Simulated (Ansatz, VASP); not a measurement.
# One calculation of ZnO, two programs

```
CELL_PARAMETERS angstrom
3.24931 0.00000 0.00000
-1.62465 2.81398 0.00000
0.00000 0.00000 5.20571
ATOMIC_POSITIONS crystal
Zn 0.33333 0.66667 0.50000
Zn 0.66667 0.33333 0.00000
O 0.66667 0.33333 0.37901
O 0.33333 0.66667 0.87901
```

Alike in both runs: task single point; functional PBE; k mesh 5 × 5 × 3; no spin polarisation.

|  | VASP | Ansatz |
| --- | --- | --- |
| version | VASP 6.6.1 | Ansatz 0.2.0 |
| potentials or method | VASP PAW PBE potentials, release 64 (Zn, O), cutoff 600 eV | plane waves, PAW |
| occupations | gaussian, width 0.01 eV | fixed |
| valence electrons in the cell | 36 | 36 |

Ansatz gave:

* rms of the force components (eV/Å): 0.040

Task: Which values does VASP return?

Result: rms of the force components (eV/Å): 0.043.

Atom by atom the forces differ by 0.003 eV/Å (rms over components).

The k mesh is coarse, so the values compare programs but aren't converged.
